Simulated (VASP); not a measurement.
A run of VASP 6.6.1 is set up as follows.

File POSCAR:

```
GaGe
1.0
    0.0000000000      2.8978440000      2.8978440000
    2.8978440000      0.0000000000      2.8978440000
    2.8978440000      2.8978440000      0.0000000000
Ge Ga
1 1
Direct
    0.0000000000      0.0000000000      0.0000000000
    0.2500000000      0.2500000000      0.2500000000
```

INCAR.step1

```
SYSTEM = GaGe
PREC = Accurate
ENCUT = 520
EDIFF = 1E-5
ISMEAR = -1
SIGMA = 0.05
LREAL = .False.
LASPH = .True.
NELM = 80
ALGO = Normal
ISIF = 2
LWAVE = .True.
NBANDS = 20
GGA = PE
```

File INCAR.step2:

```
SYSTEM = GaGe
PREC = Accurate
ENCUT = 520
EDIFF = 1E-7
ISMEAR = -1
SIGMA = 0.05
LREAL = .False.
LASPH = .True.
NELM = 80
ALGO = Normal
ISIF = 2
LWAVE = .False.
LCHARG = .True.
GGA = PS
LHFCALC = .True.
AEXX = 0.25
PRECFOCK = Normal
LELF = .True.
LVHAR = .True.
NBANDS = 20
ISTART = 1
```

The input KPOINTS:

```
Automatic mesh
0
Gamma
  4 4 4
  0 0 0
```

Potentials or basis: VASP PAW PBE potentials, release 64 (Ge_d, Ga_d).

The run is started by

```console
$ cat potpaw_PBE.64/Ge_d/POTCAR potpaw_PBE.64/Ga_d/POTCAR > POTCAR
$ cp INCAR.step1 INCAR
$ mpirun -np 1 vasp_std > vasp.out
$ cp INCAR.step2 INCAR
$ mpirun -np 1 vasp_std > vasp.out
```

(1) Predict the pressure.

## Answers

(1) -3.9 GPa.

Caveat: the k points lie up to 0.47 Å⁻¹ apart; the PAW data sets were made with another functional, which shifts forces and pressure a little.
